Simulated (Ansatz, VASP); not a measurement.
**Two plane-wave programs on Ag**

File INCAR:

```
ALGO     = Fast           # electronic algorithm
EDIFF    = 1E-6           # SCF threshold, eV
ENCUT    = 520            # plane-wave cutoff, eV
ISIF     = 2              # what is computed and relaxed
ISMEAR   = 0              # smearing method
LASPH    = True           # aspherical terms in the spheres
LCHARG   = False          # write CHGCAR
LREAL    = False          # projectors in reciprocal space
LWAVE    = False          # write WAVECAR
NBANDS   = 12             # bands
NELM     = 60             # most SCF steps
PREC     = Accurate       # precision mode
SIGMA    = 0.15           # smearing width, eV
```

KPOINTS

```
k-points
0
Gamma
  22 22 22
```

File POSCAR:

```
Ag
1.0
   -1.6289452327      1.6289452327      1.7103924944
    1.6289452327     -1.6289452327      1.7103924944
    1.6289452327      1.6289452327     -1.7103924944
Ag
1
Direct
    0.0000000000      0.0000000000      0.0000000000
```

Input for Ansatz:

```yaml
crystal:
  lattice:
    - [-1.6289452327, 1.6289452327, 1.7103924944]
    - [1.6289452327, -1.6289452327, 1.7103924944]
    - [1.6289452327, 1.6289452327, -1.7103924944]
  atoms:
    - { symbol: Ag, position: [0.0, 0.0, 0.0] }
basis:
  ecutwfc: 420
kpoints:
  mp_grid: { grid: [22, 22, 22] }
hamiltonian:
  xc: lda
scf:
  occupations: { method: gaussian, width: 0.15 }
output:
  forces: true
  stress: true
  eigenvalues: true
```

Alike in both runs: task single point; functional LDA; k mesh 22 × 22 × 22; occupations gaussian, width 0.15 eV; no spin polarisation.

|  | VASP | Ansatz |
| --- | --- | --- |
| version | VASP 6.6.1 | Ansatz 0.2.0 |
| potentials or method | VASP PAW LDA potentials, release 64 (Ag), cutoff 520 eV | scalar-relativistic, plane waves, PAW |
| valence electrons in the cell | 11 | 19 |

|  | VASP | Ansatz | Ansatz less VASP |
| --- | --- | --- | --- |
| gap on the k mesh at the Fermi level (eV) | none | none | - |
| pressure (GPa) | -11.2 | -11.5 | -0.24 |
| traceless stress, the component that is largest in VASP (GPa) | 0.44 | 0.45 | +0.007 |

LDA's correlation is that of Perdew and Zunger in VASP and of Perdew and Wang (1992) in Ansatz. A gap of «none» marks a metal or a gap that the smearing closes. VASP's potentials hold 11 valence electrons a cell and Ansatz's 19, so a difference there can come from the potentials and not from the codes.
